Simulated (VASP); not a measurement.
Here is a VASP 6.6.1 calculation.

INCAR

```
SYSTEM = Si
PREC = Accurate
ENCUT = 520
EDIFF = 1E-7
ISMEAR = 0
SIGMA = 0.02
LREAL = Auto
LASPH = .True.
NELM = 100
ALGO = Normal
ISIF = 2
LWAVE = .False.
LCHARG = .True.
GGA = PE
LELF = .True.
LVHAR = .True.
NELECT = 126.0
NBANDS = 83
```

The input KPOINTS:

```
Automatic mesh
0
Gamma
  2 2 2
  0.5 0.5 0.5
```

File POSCAR:

```
Si
1.0
    5.4700937548      5.4700937548      5.4700937548
    5.4700937548     -5.4700937548     -5.4700937548
   -5.4700937548      5.4700937548     -5.4700937548
Si
31
Direct
    0.6540155727      0.7500006735      0.2500001940
   -0.0050932399      0.7499999422      0.0065219175
    0.7479531766      0.4989393459      0.4987484899
    0.2523015257      0.7499999422      0.7486838770
   -0.0050935142      0.5065217571      0.2500000112
    0.5166246918      0.7500000336      0.4789095247
    0.2877148127      0.5210900631      0.0210900407
    0.7536174305      0.2513159850      0.7513160074
   -0.0009859063      0.2498090638      0.5010606989
    0.4992051549      0.5012520119      0.7501912552
    0.7479533594     -0.0012513497     -0.0010606765
    0.2523016171      0.2486836718      0.2500000112
    0.4992050635      0.2501911414      0.0012519895
   -0.0009860891      0.0010605851      0.7498088120
    0.2383849452     -0.0065222831      0.4934777393
    0.5166252402     -0.0210905892      0.2500001026
    0.7360226681      0.7500005821      0.0157279754
    0.5007775228      0.5037302144      0.5020529123
   -0.0019537142      0.7499998508      0.7514972657
    0.7360223024      0.5157279978      0.2500003768
    0.2598315612      0.7499996680      0.4946534047
    0.0151779848      0.5053464573      0.0053466177
    0.4965488933      0.2485026877      0.7485027101
    0.7470476162      0.2483228005      0.4962700132
    0.2487248045      0.4979471326      0.7516771530
    0.5007775228      0.0020527985      0.0037301006
   -0.0019535314      0.2514973347      0.2499999198
    0.2487246217      0.2516770391     -0.0020529813
    0.7470475248     -0.0037301006      0.7483226401
   -0.0297050667     -0.0157277012      0.4842720470
    0.2598319268     -0.0053468005      0.2499998284
```

Potentials or basis: VASP PAW PBE potentials, release 64 (Si).

Command:

```console
$ cat potpaw_PBE.64/Si/POTCAR > POTCAR
$ mpirun -np 1 vasp_std > vasp.out
```

Estimate the largest force.

0.134 eV/Å.

Forces in eV/Å, atoms in the order of the input:
```
Si  -0.077 -0.077 -0.077
Si  -0.005 -0.006 -0.005
Si   0.009  0.003  0.008
Si   0.005  0.008  0.005
Si  -0.006 -0.005 -0.005
Si   0.001  0.028  0.001
Si   0.001  0.001  0.028
Si   0.005  0.005  0.008
Si   0.003  0.008  0.009
Si   0.008  0.009  0.003
Si   0.003  0.009  0.008
Si   0.008  0.005  0.005
Si   0.009  0.008  0.003
Si   0.008  0.003  0.009
Si  -0.005 -0.005 -0.006
Si   0.028  0.001  0.001
Si  -0.011 -0.008 -0.011
Si   0.003  0.011  0.010
Si   0.001 -0.009  0.001
Si  -0.008 -0.011 -0.011
Si   0.002 -0.010  0.002
Si   0.002  0.002 -0.010
Si   0.001  0.001 -0.009
Si   0.011  0.010  0.003
Si   0.010  0.003  0.011
Si   0.011  0.003  0.010
Si  -0.009  0.001  0.001
Si   0.003  0.010  0.011
Si   0.010  0.011  0.003
Si  -0.011 -0.011 -0.008
Si  -0.010  0.002  0.002
```

Caveat: the cell carries a net charge on a neutralising background, which shifts energy and pressure.
